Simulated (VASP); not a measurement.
# BN (P1) in VASP: a series of runs

The runs below take BN through single point, with PBE+D3(BJ).

Everything below comes from runs of VASP 6.6.1. Logs are shortened: lines on timing, memory, paths and dates and some standing lists are left out, and cuts for length are marked.

**1. The cell of the first run**

The typed cell holds 18 atoms: a = 5.198 Å, b = 5.198 Å, c = 6.822 Å, α = 102.19°, β = 102.19°, γ = 94.83°.

**2. Single point, PBE+D3(BJ)**

INCAR reads:

```
PREC = Accurate
ENCUT = 520
EDIFF = 1E-6
ISMEAR = -1
SIGMA = 0.1551
LREAL = Auto
LASPH = T
NELM = 60
ALGO = Normal
ISIF = 2
LWAVE = F
LCHARG = F
GGA = PE
IVDW = 12
NBANDS = 51
```

KPOINTS reads:

```
Automatic mesh
0
Gamma
  2 2 2
  0.5 0.5 0.5
```

POSCAR reads:

```
BN
1.0
   -3.8269794377     -0.7365025362     -3.4390871668
    3.8269794377     -0.7365025362     -3.4390871668
    0.0000000000     -5.8920202895      3.4390871668
B N
9 9
Direct
    0.2885621438      0.6496879409      1.0061797383
    0.3329829976      0.3832030218      0.6654164425
   -0.0450478887     -0.0041435665      0.9922171588
    0.3173838845      0.0116438044      0.3504630282
   -0.0209888211      0.7103743977      0.6500428692
    0.6679324998      0.3324535611      0.9868089116
   -0.0126461480      0.3048478495      0.3116577363
    0.6485839648      0.0308756550      0.6682642071
    0.6584599002      0.6699561731      0.3201773076
    0.1845066705      0.5847473890      0.7693200654
    0.2177530407      0.2301542048      0.4430007110
    0.8496350565      0.9020076922      0.7694137919
    0.2140972539      0.8940643252      0.1116238835
    0.9035511755      0.6093374181      0.4088892426
    0.5853653987      0.2892788850      0.7680023225
    0.8528346595      0.2089255296      0.1000480139
    0.5354384228      0.9048778261      0.4560928676
    0.5339819906      0.5689813947      0.0948845459
```

Potentials or basis: VASP PAW PBE potentials, release 64 (B, N).

On the command line:

```console
$ cat potpaw_PBE.64/B/POTCAR potpaw_PBE.64/N/POTCAR > POTCAR
$ mpirun -np 1 vasp_std > vasp.out
```

OUTCAR:

```text
PREC = Accurate
   ENCUT = 520
   EDIFF = 1E-6
   ISMEAR = -1
   LREAL = Auto
   LASPH = T
   NELM = 60
   ISIF = 2
   GGA = PE
   IVDW = 12
 IVDW          = 12

 ion  position               nearest neighbor table
   1  0.289  0.650  0.006-  18 1.43  13 1.45  10 1.55
   2  0.333  0.383  0.665-  10 1.50  15 1.52  11 1.52
   3  0.955  0.996  0.992-  16 1.40  12 1.46  13 1.61
   4  0.317  0.012  0.350-  11 1.38  17 1.43  13 1.57
   5  0.979  0.710  0.650-  12 1.45  10 1.48  14 1.57
   6  0.668  0.332  0.987-  16 1.39  15 1.43  18 1.59
[... 10 lines left out ...]
  17  0.535  0.905  0.456-   4 1.43   8 1.43   9 1.63
  18  0.534  0.569  0.095-   1 1.43   9 1.50   6 1.59

  LATTYP: Found a base centered monoclinic cell.
 ALAT       =     7.0341329321
 B/A-ratio  =     1.0881168936
 C/A-ratio  =     0.9698792287
 COS(beta)  =    -0.3120666251

  Lattice vectors:

 A1 = (  -3.8269794377,  -0.7365025362,  -3.4390871668)
 A2 = (   3.8269794377,  -0.7365025362,  -3.4390871668)
 A3 = (   0.0000000000,  -5.8920202895,   3.4390871668)

Analysis of symmetry for initial positions (statically):
=====================================================================
 Subroutine PRICEL returns:
 Original cell was already a primitive cell.

 Routine SETGRP: Setting up the symmetry group for a
 base centered monoclinic supercell.

 Subroutine GETGRP returns: Found  1 space group operations
 (whereof  1 operations were pure point group operations)
 out of a pool of  4 trial point group operations.

The static configuration has the point symmetry C_1 .

Analysis of symmetry for dynamics (positions and initial velocities):
=====================================================================
 Subroutine PRICEL returns:
 Original cell was already a primitive cell.

 Routine SETGRP: Setting up the symmetry group for a
 base centered monoclinic supercell.

 Subroutine GETGRP returns: Found  1 space group operations
 (whereof  1 operations were pure point group operations)
 out of a pool of  4 trial point group operations.

The dynamic configuration has the point symmetry C_1 .

 Subroutine INISYM returns: Found  1 space group operations
 (whereof  1 operations are pure point group operations),
 and found     1 'primitive' translations

[... 104 lines left out ...]
   NELM   =     60;   NELMIN=  2; NELMDL= -5     # of ELM steps
   EDIFF  = 0.1E-05   stopping-criterion for ELM
   LREAL  =      T    real-space projection
   EDIFFG = 0.1E-04   stopping-criterion for IOM
   NSW    =      0    number of steps for IOM
   IBRION =     -1    ionic relax: 0-MD 1-quasi-New 2-CG
   NFREE  =      0    steps in history (QN), initial steepest desc. (CG)
   ISIF   =      2    stress and relaxation
   ISYM   =      2    0-nonsym 1-usesym 2-fastsym
   POTIM  = 0.5000    time-step for ionic-motion
   TEBEG  =    0.0;   TEEND  =   0.0 temperature during run
   PSTRESS=    0.0 pullay stress
   NELECT =      72.0000    total number of electrons
   NUPDOWN=      -1.0000    fix difference up-down
   EMIN   =  10.00;   EMAX   =-10.00  energy-range for DOS
   EFERMI =   0.00;   METHOD = LEGACY
   ISMEAR =    -1;   SIGMA  =   0.16  broadening in eV -4-tet -1-fermi 0-gaus
   EFERMI_NEDOS =   21; number of points for ismear=-14 and -15
   IALGO  =     38    algorithm
   IMIX   =      4    mixing-type and parameters
     AMIX     =   0.40;   BMIX     =  1.00
     AMIX_MAG =   1.60;   BMIX_MAG =  1.00
  volume/ion in A,a.u.               =       9.69        65.41
  Fermi-wavevector in a.u.,A,eV,Ry     =   1.218813  2.303222 20.211515  1.485504
  Thomas-Fermi vector in A             =   2.354086
   LORBIT       =      0    0 simple, 1 ext, 2 COOP (PROOUT), +10 PAW based schemes
   GGA     = PE    functional components
   LHFCALC =     F    Hartree Fock is set to
   AEXX    =    0.0000 exact exchange contribution
   IVDW    =    12    specifies the selected vdW correction
   LEPSILON=     F    determine dielectric tensor
   LRPA    =     F    only Hartree local field effects (RPA)
 non-spin polarized calculation
  energy-cutoff  :      520.00
  volume of cell :      174.48
 maximum number of plane-waves:      4699
 NGX is ok and might be reduce to    40
   NGX = 19   NGY = 19   NGZ = 25

 number of electron      71.9999996 magnetization

 Free energy of the ion-electron system (eV)
  ---------------------------------------------------
  ext. energy  EPLUGINS =         0.00000000
  ---------------------------------------------------
  free energy    TOTEN  =      -154.21522556 eV

  energy without entropy =     -154.21521528  energy(sigma->0) =     -154.21522042

 E-fermi :   3.9175     XC(G=0):  -9.7735

 val. band max:        1.9097572972   @ k =  -0.2500  -0.2500   0.2500
 cond. band min:       5.9158404720   @ k =  -0.2500   0.2500  -0.2500
 fundamental gap:      4.0060831748
 Fermi energy:         3.9174853392

 k-point     1 :       0.2500    0.2500    0.2500
  band No.  band energies     occupation
      1     -15.5485      2.00000
      2     -15.0702      2.00000
      3     -14.1227      2.00000
      4     -13.9602      2.00000
      5     -13.3535      2.00000
      6     -12.8139      2.00000
[... 193 lines left out ...]
     47      10.2556      0.00000
     48      10.7056      0.00000
 [bands above 48 left out]

------------------------ aborting loop because EDIFF is reached ----------------------------------------

 Edisp (eV)   -2.34935

 E8    (eV) :    -0.6864

  FORCE on cell =-STRESS in cart. coord.  units (eV):
  Direction    XX          YY          ZZ          XY          YZ          ZX
  --------------------------------------------------------------------------------------
  -------------------------------------------------------------------------------------
  Total     -13.94002   -17.94126    -3.47279     0.48510     0.43235     0.53528
  in kB    -128.00532  -164.74694   -31.88915     4.45443     3.97008     4.91524
  external pressure =     -108.21 kB  Pullay stress =        0.00 kB

 VOLUME and BASIS-vectors are now :
 -----------------------------------------------------------------------------
  energy-cutoff  :      520.00
  volume of cell :      174.48
      direct lattice vectors                 reciprocal lattice vectors
    -3.826979438 -0.736502536 -3.439087167    -0.130651342 -0.075431588 -0.129233260
     3.826979438 -0.736502536 -3.439087167     0.130651342 -0.075431588 -0.129233260
     0.000000000 -5.892020289  3.439087167     0.000000000 -0.150863175  0.032308315

 POSITION                                       TOTAL-FORCE (eV/Angst)
 -----------------------------------------------------------------------------------
      1.38202     -0.72743     -3.20547         1.427489      1.381258     -3.091653
      0.19219     -4.44812     -0.17460         0.174008      0.503302      0.450864
      0.15654     -7.28294     -3.29668        -4.353186     -0.093753     -0.761382
     -1.17006     -2.30727      0.07372        -2.747809      3.803124     -0.340828
     -1.02807     -5.07430     -3.57439        -1.855101      1.072699      0.593948
     -1.28387     -6.55109     -0.04669         5.669738     -0.662441     -0.661676
[... 10 lines left out ...]
      1.41384     -3.74811     -3.38483        -1.566114      2.155866     -0.093249
      0.13394     -1.37140     -3.46687        -2.914355     -1.361902      1.355100
 -----------------------------------------------------------------------------------
    total drift:                               -0.001356     -0.002646     -0.000888

  FREE ENERGIE OF THE ION-ELECTRON SYSTEM (eV)
  ---------------------------------------------------
  free  energy   TOTEN  =      -156.5645731335 eV

  energy  without entropy=     -156.5645628533  energy(sigma->0) =     -156.56456799
```

stdout:

```text
POSCAR found type information on POSCAR B N
 POSCAR found :  2 types and      18 ions
 scaLAPACK will be used
 LDA part: xc-table for (Slater+PW92), standard interpolation
 POSCAR, INCAR and KPOINTS ok, starting setup
 FFT: planning ... GRIDC
 FFT: planning ... GRID_SOFT
 FFT: planning ... GRID
 WAVECAR not read
 entering main loop
```

Wall time 1.9 min (1 thread of Intel Xeon Platinum 8259CL at 2.50GHz (Skylake/Cascade Lake), shared host); peak memory 0.27 GiB.

What came out:

```yaml
Free_energy: -156.5646 eV
Pressure: -10.8 GPa
Largest_force: 5.747 eV/Å
Band_gap_on_the_k_mesh: 4.01 eV (least direct gap 4.19 eV)
Dispersion_energy_per_atom: -0.131 eV
```

Forces on the atoms (eV/Å):
```
B    1.427  1.381 -3.092
B    0.174  0.503  0.451
B   -4.353 -0.094 -0.761
B   -2.748  3.803 -0.341
B   -1.855  1.073  0.594
B    5.670 -0.662 -0.662
B    3.462 -3.248 -2.137
B    0.133  1.210 -0.802
B    3.534  0.521 -0.351
N   -2.258 -0.032  0.035
N    3.686 -1.010  0.037
N   -1.163 -1.256 -0.319
N    3.074 -0.288  1.771
N   -3.445 -2.559  2.125
N    0.351  1.313  1.827
N   -1.208 -1.449  0.363
N   -1.566  2.156 -0.093
N   -2.914 -1.362  1.355
```

Caveat: the k points lie up to 0.62 Å⁻¹ apart; the atoms stand as in a frame of molecular dynamics; a shifted mesh leaves out Γ, where band edges can lie; forces of over 1 eV/Å act on the atoms, so gaps and moduli don't describe the material at rest. A k mesh can miss the band edges.

**3. Single point, PBE+D3(BJ)**

INCAR reads:

```
PREC = Accurate
ENCUT = 520
EDIFF = 1E-6
ISMEAR = -1
SIGMA = 0.1551
LREAL = Auto
LASPH = True
NELM = 100
ALGO = Normal
ISIF = 2
LWAVE = False
LCHARG = True
GGA = PE
IVDW = 12
LELF = True
LVHAR = True
NBANDS = 51
```

KPOINTS is that of step 2.

POSCAR reads:

```
BN
1.0
   -3.8269794377     -0.7365025362     -3.4390871668
    3.8269794377     -0.7365025362     -3.4390871668
    0.0000000000     -5.8920202895      3.4390871668
B N
9 9
Direct
    0.3089206156      0.6592258685      0.9980404632
    0.2582854964      0.3172434824      0.6313356480
   -0.0641063093     -0.0543764425      0.9712479873
    0.3118372777      0.0157311662      0.3018837212
   -0.0072804822      0.6362385228      0.6501633769
    0.6268276285      0.3197167544      0.9671568293
   -0.0675884633      0.3281957379      0.2986685373
    0.6036584452     -0.0307695781      0.6585589841
    0.6484652837      0.6923884358      0.3162140901
    0.1603359297      0.5002212155      0.7633038867
    0.1410303785      0.2284815930      0.4082914480
    0.8557488018      0.8273906667      0.7604635240
    0.1980776819      0.8812579922      0.0815860291
    0.8639549573      0.5465338633      0.4107447509
    0.4876261321      0.1943211854      0.7647663874
    0.8219246358      0.2097517621      0.0824652144
    0.5181145459      0.9148457081      0.4234534194
    0.5391044259      0.5463887609      0.0992875934
```

Potentials or basis: VASP PAW PBE potentials, release 64 (B, N).

On the command line:

```console
$ cat potpaw_PBE.64/B/POTCAR potpaw_PBE.64/N/POTCAR > POTCAR
$ mpirun -np 1 vasp_std > vasp.out
```

Run time: 2.1 min. Hardware: 1 thread of Intel Xeon Platinum 8259CL at 2.50GHz (Skylake/Cascade Lake), shared host; peak memory 0.27 GiB.

Results (log left out):

```yaml
Free_energy: -155.9547 eV
Pressure: -8.7 GPa
Largest_force: 7.248 eV/Å
Band_gap_on_the_k_mesh: 4.03 eV
Dispersion_energy_per_atom: -0.130 eV
```

Forces in eV/Å, atoms in the order of the input:
```
B   -2.088  2.863  0.796
B   -3.793 -0.085  0.687
B    0.973 -2.970 -2.053
B    3.133  0.115  1.731
B    3.273  3.123  1.336
B    1.741 -1.850  1.182
B   -1.644  2.229 -0.239
B   -0.496  0.851 -1.895
B   -1.602  0.403  1.040
N    0.900 -3.388 -1.534
N   -7.033 -1.615 -0.679
N    4.992  1.613  0.251
N    1.782 -1.468  0.472
N    5.345 -4.471 -0.630
N   -0.781  3.590 -0.396
N   -4.829  1.217  0.442
N   -3.254 -1.066  0.393
N    3.382  0.909 -0.903
```

Stress tensor (GPa, compression positive):
```
 -9.92  -0.41  -0.70
 -0.41 -13.42   0.13
 -0.70   0.13  -2.61
```

Levels at points of the mesh, in eV from the valence-band top:
```csv
k point,band 32,band 33,band 34,band 35,band 36,band 37,band 38,band 39,band 40,band 41
"(0.25, 0.25, 0.25)",-1.68,-1.24,-1.06,-0.70,-0.52,4.17,4.57,4.81,5.18,5.49
```

Caveat: the k points lie up to 0.62 Å⁻¹ apart; the atoms stand as in a frame of molecular dynamics; a shifted mesh leaves out Γ, where band edges can lie; forces of over 1 eV/Å act on the atoms, so gaps and moduli don't describe the material at rest. A k mesh can miss the band edges.

**4. Single point, PBE+D3(BJ)**

INCAR reads:

```
PREC = Accurate
ENCUT = 520
EDIFF = 1E-7
ISMEAR = -1
SIGMA = 0.1551
LREAL = Auto
LASPH = T
NELM = 100
ALGO = Normal
ISIF = 2
LWAVE = F
LCHARG = F
GGA = PE
IVDW = 12
NBANDS = 51
```

KPOINTS is that of step 3.

POSCAR reads:

```
BN
1.0
   -3.8269794377     -0.7365025362     -3.4390871668
    3.8269794377     -0.7365025362     -3.4390871668
    0.0000000000     -5.8920202895      3.4390871668
B N
9 9
Direct
    0.2683619414      0.6627277916      0.9715586113
    0.2339214241      0.2853729679      0.6579114078
   -0.0697438999      0.0111159544      0.9932232652
    0.2823457989     -0.0041707653      0.3158766078
   -0.0747343923      0.6593398419      0.6675626373
    0.5923524653      0.2938836549      1.0000919142
   -0.0693111444      0.3175291886      0.3465880429
    0.6055479479     -0.0157227013      0.6331826821
    0.5833533850      0.6503396346      0.3157424569
    0.1352502139      0.4845267182      0.7733985108
    0.1744084176      0.2016121175      0.4314294244
    0.8249703054      0.8830691281      0.7470925776
    0.1629475215      0.8847029019      0.0843189232
    0.8067246341      0.5213397718      0.4545733153
    0.4932217763      0.1857074509      0.7595250326
    0.8134006765      0.2099328404      0.1149253119
    0.4880978022      0.8834592157      0.3998244510
    0.4683143520      0.5207698207      0.0958576126
```

On the command line:

```console
$ cat potpaw_PBE.64/B/POTCAR potpaw_PBE.64/N/POTCAR > POTCAR
$ mpirun -np 1 vasp_std > vasp.out
```

Run time: 2.2 min. Hardware: 1 thread of Intel Xeon Platinum 8259CL at 2.50GHz (Skylake/Cascade Lake), shared host; peak memory 0.28 GiB.

The run converged. Its results:

| Quantity | Value |
| --- | --- |
| Free energy | -157.0253 eV |
| Pressure | -10.1 GPa |
| Largest force | 6.740 eV/Å |
| Band gap on the k mesh | 4.02 eV (least direct gap 4.18 eV) |
| Dispersion energy per atom | -0.130 eV |

Forces in eV/Å, atoms in the order of the input:
```
B   -2.356 -1.137  2.832
B   -4.836  0.140 -2.158
B   -2.348  1.655 -0.033
B    2.493  3.938  0.013
B   -4.198  2.023  1.611
B    2.426  2.617 -0.759
B   -0.988  2.005 -0.376
B    1.238 -0.217  0.199
B   -2.944  1.026  0.475
N    6.401 -0.990 -1.864
N    3.573 -0.539  1.347
N    1.422 -4.220 -0.173
N    1.636 -0.531 -0.393
N    1.781  1.937 -0.986
N    1.707 -0.894  1.107
N   -1.662 -0.653  0.022
N   -3.306 -5.406  0.208
N   -0.042 -0.754 -1.072
```

Stress tensor (GPa, compression positive):
```
-10.77  -0.92   0.92
 -0.92 -17.10   1.41
  0.92   1.41  -2.39
```

Levels at points of the mesh, in eV from the valence-band top:
```csv
k point,band 32,band 33,band 34,band 35,band 36,band 37,band 38,band 39,band 40,band 41
"(0.25, 0.25, 0.25)",-1.70,-1.36,-1.12,-0.81,-0.53,4.43,4.66,4.87,5.18,5.51
```

Caveat: the k points lie up to 0.62 Å⁻¹ apart; the atoms stand as in a frame of molecular dynamics; a shifted mesh leaves out Γ, where band edges can lie; forces of over 1 eV/Å act on the atoms, so gaps and moduli don't describe the material at rest.

**5. Summary**

| cell | gap on the mesh (eV) | pressure (GPa) | largest force (eV/Å) |
| --- | --- | --- | --- |
| as given, atomic positions A | 4.01 | -10.8 | 5.75 |
| as given, atomic positions B | 4.03 | -8.7 | 7.25 |
| as given, atomic positions C | 4.02 | -10.1 | 6.74 |

Alike in all rows: task single point; level PBE+D3(BJ); potentials or basis VASP PAW PBE potentials, release 64 (B, N); no spin polarisation; k mesh 2 × 2 × 2, shifted; cutoff (eV) 520; smearing fermi-dirac 0.1551 eV.

Caveats: all runs use coarse meshes; the atoms stand as in a frame of molecular dynamics; a shifted mesh leaves out Γ, where band edges can lie; forces of over 1 eV/Å act on the atoms, so gaps and moduli don't describe the material at rest.

Absolute energies hang on the potentials; compare differences alone.
